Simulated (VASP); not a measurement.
Write the native input for VASP 6.6.1 that does the following.

| Quantity | Value |
| --- | --- |
| Task | single point |
| Functional | PBE |
| Potentials or basis | VASP PAW PBE potentials, release 64 (Zn, Cu) |
| Cutoff | 520 eV |
| k mesh | 14 × 14 × 14 |
| Occupations | fermi-dirac, width 0.05 eV |
| Spin | non-collinear spin, zero start, spin-orbit coupling |
| Starting moments | [[0.0, 0.0, 0.0], [0.0, 0.0, 0.0]] μB |
| Dipole correction | no |
| Further INCAR settings | ALGO = Normal; EDIFF = 1e-06; NBANDS = 35 |

The structure of ZnCu lies in POSCAR:

```
ZnCu
1.0
    2.9450000000      0.0000000000      0.0000000000
    0.0000000000      2.9450000000      0.0000000000
    0.0000000000      0.0000000000      2.9450000000
Zn Cu
1 1
Direct
    0.5000000000      0.5000000000      0.5000000000
    0.0000000000      0.0000000000      0.0000000000
```

These files were run (other wordings do the same):

INCAR

```
SYSTEM = ZnCu
ALGO     = Normal         ! electronic algorithm
EDIFF    = 1E-6           ! SCF threshold, eV
ENCUT    = 520            ! plane-wave cutoff, eV
GGA      = PE             ! functional
GGA_COMPAT= .FALSE.      
ISIF     = 2              ! what is computed and relaxed
ISMEAR   = -1             ! smearing method
LASPH    = .TRUE.         ! aspherical terms in the spheres
LCHARG   = .TRUE.         ! write CHGCAR
LMAXMIX  = 4              ! l up to which the mixer works
LNONCOLLINEAR= .TRUE.         ! non-collinear magnetism
LORBIT   = 11             ! projections on sites
LORBMOM  = .TRUE.       
LREAL    = .FALSE.        ! projectors in reciprocal space
LSORBIT  = .TRUE.         ! spin-orbit coupling
LVHAR    = .TRUE.       
LWAVE    = .FALSE.        ! write WAVECAR
MAGMOM   = 0 0 0 0 0 0    ! initial moments
NBANDS   = 35             ! bands
NELM     = 150            ! most SCF steps
PREC     = Accurate       ! precision mode
SIGMA    = 0.05           ! smearing width, eV
```

KPOINTS

```
k-points
0
G
  14 14 14
  0 0 0
```

Potentials or basis: VASP PAW PBE potentials, release 64 (Zn, Cu).

Run with:

```bash
$ cat potpaw_PBE.64/Zn/POTCAR potpaw_PBE.64/Cu/POTCAR > POTCAR
$ mpirun -np 1 vasp_ncl > vasp.out
```

Results of the run:

The pressure is 2.8 GPa. The net moment is 0.00 μB per cell. The valence electrons inside the program's atomic spheres are Zn 10.84; Cu 9.99.

Wall time 4.8 min on 1 thread of Intel Xeon 8259CL, on a shared host, peak memory 0.31 GiB.
